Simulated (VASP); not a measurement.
Here is a VASP 6.6.1 calculation.

POSCAR

```
HfN
1.0
    0.0000000000      2.2948060497      2.2948060497
    2.2948060497      0.0000000000      2.2948060497
    2.2948060497      2.2948060497      0.0000000000
Hf N
1 1
Direct
    0.0000000000      0.0000000000      0.0000000000
    0.5000000000      0.5000000000      0.5000000000
```

INCAR.step1

```
PREC = Accurate
ENCUT = 520
EDIFF = 1E-5
ISMEAR = -1
SIGMA = 0.1
LREAL = F
LASPH = T
NELM = 80
ALGO = Normal
ISIF = 2
LWAVE = T
LCHARG = F
GGA = PE
NBANDS = 14
```

The input INCAR.step2:

```
PREC = Accurate
ENCUT = 520
EDIFF = 1E-6
ISMEAR = -1
SIGMA = 0.1
LREAL = F
LASPH = T
NELM = 80
ALGO = Normal
ISIF = 2
LWAVE = F
LCHARG = F
GGA = PE
LHFCALC = T
HFSCREEN = 0.2079
PRECFOCK = Normal
ISTART = 1
NBANDS = 14
```

KPOINTS

```
regular mesh
0
Gamma
  4 4 4
```

Potentials or basis: VASP PAW PBE potentials, release 64 (Hf_pv, N).

The run is started by

```bash
$ cat potpaw_PBE.64/Hf_pv/POTCAR potpaw_PBE.64/N/POTCAR > POTCAR
$ cp INCAR.step1 INCAR
$ mpirun -np 1 vasp_std > vasp.out
$ cp INCAR.step2 INCAR
$ mpirun -np 1 vasp_std > vasp.out
```

Q: Estimate the pressure.

A: -15.8 GPa.

Caveat: the k points lie up to 0.59 Å⁻¹ apart; the PAW data sets were made with another functional, which shifts forces and pressure a little.
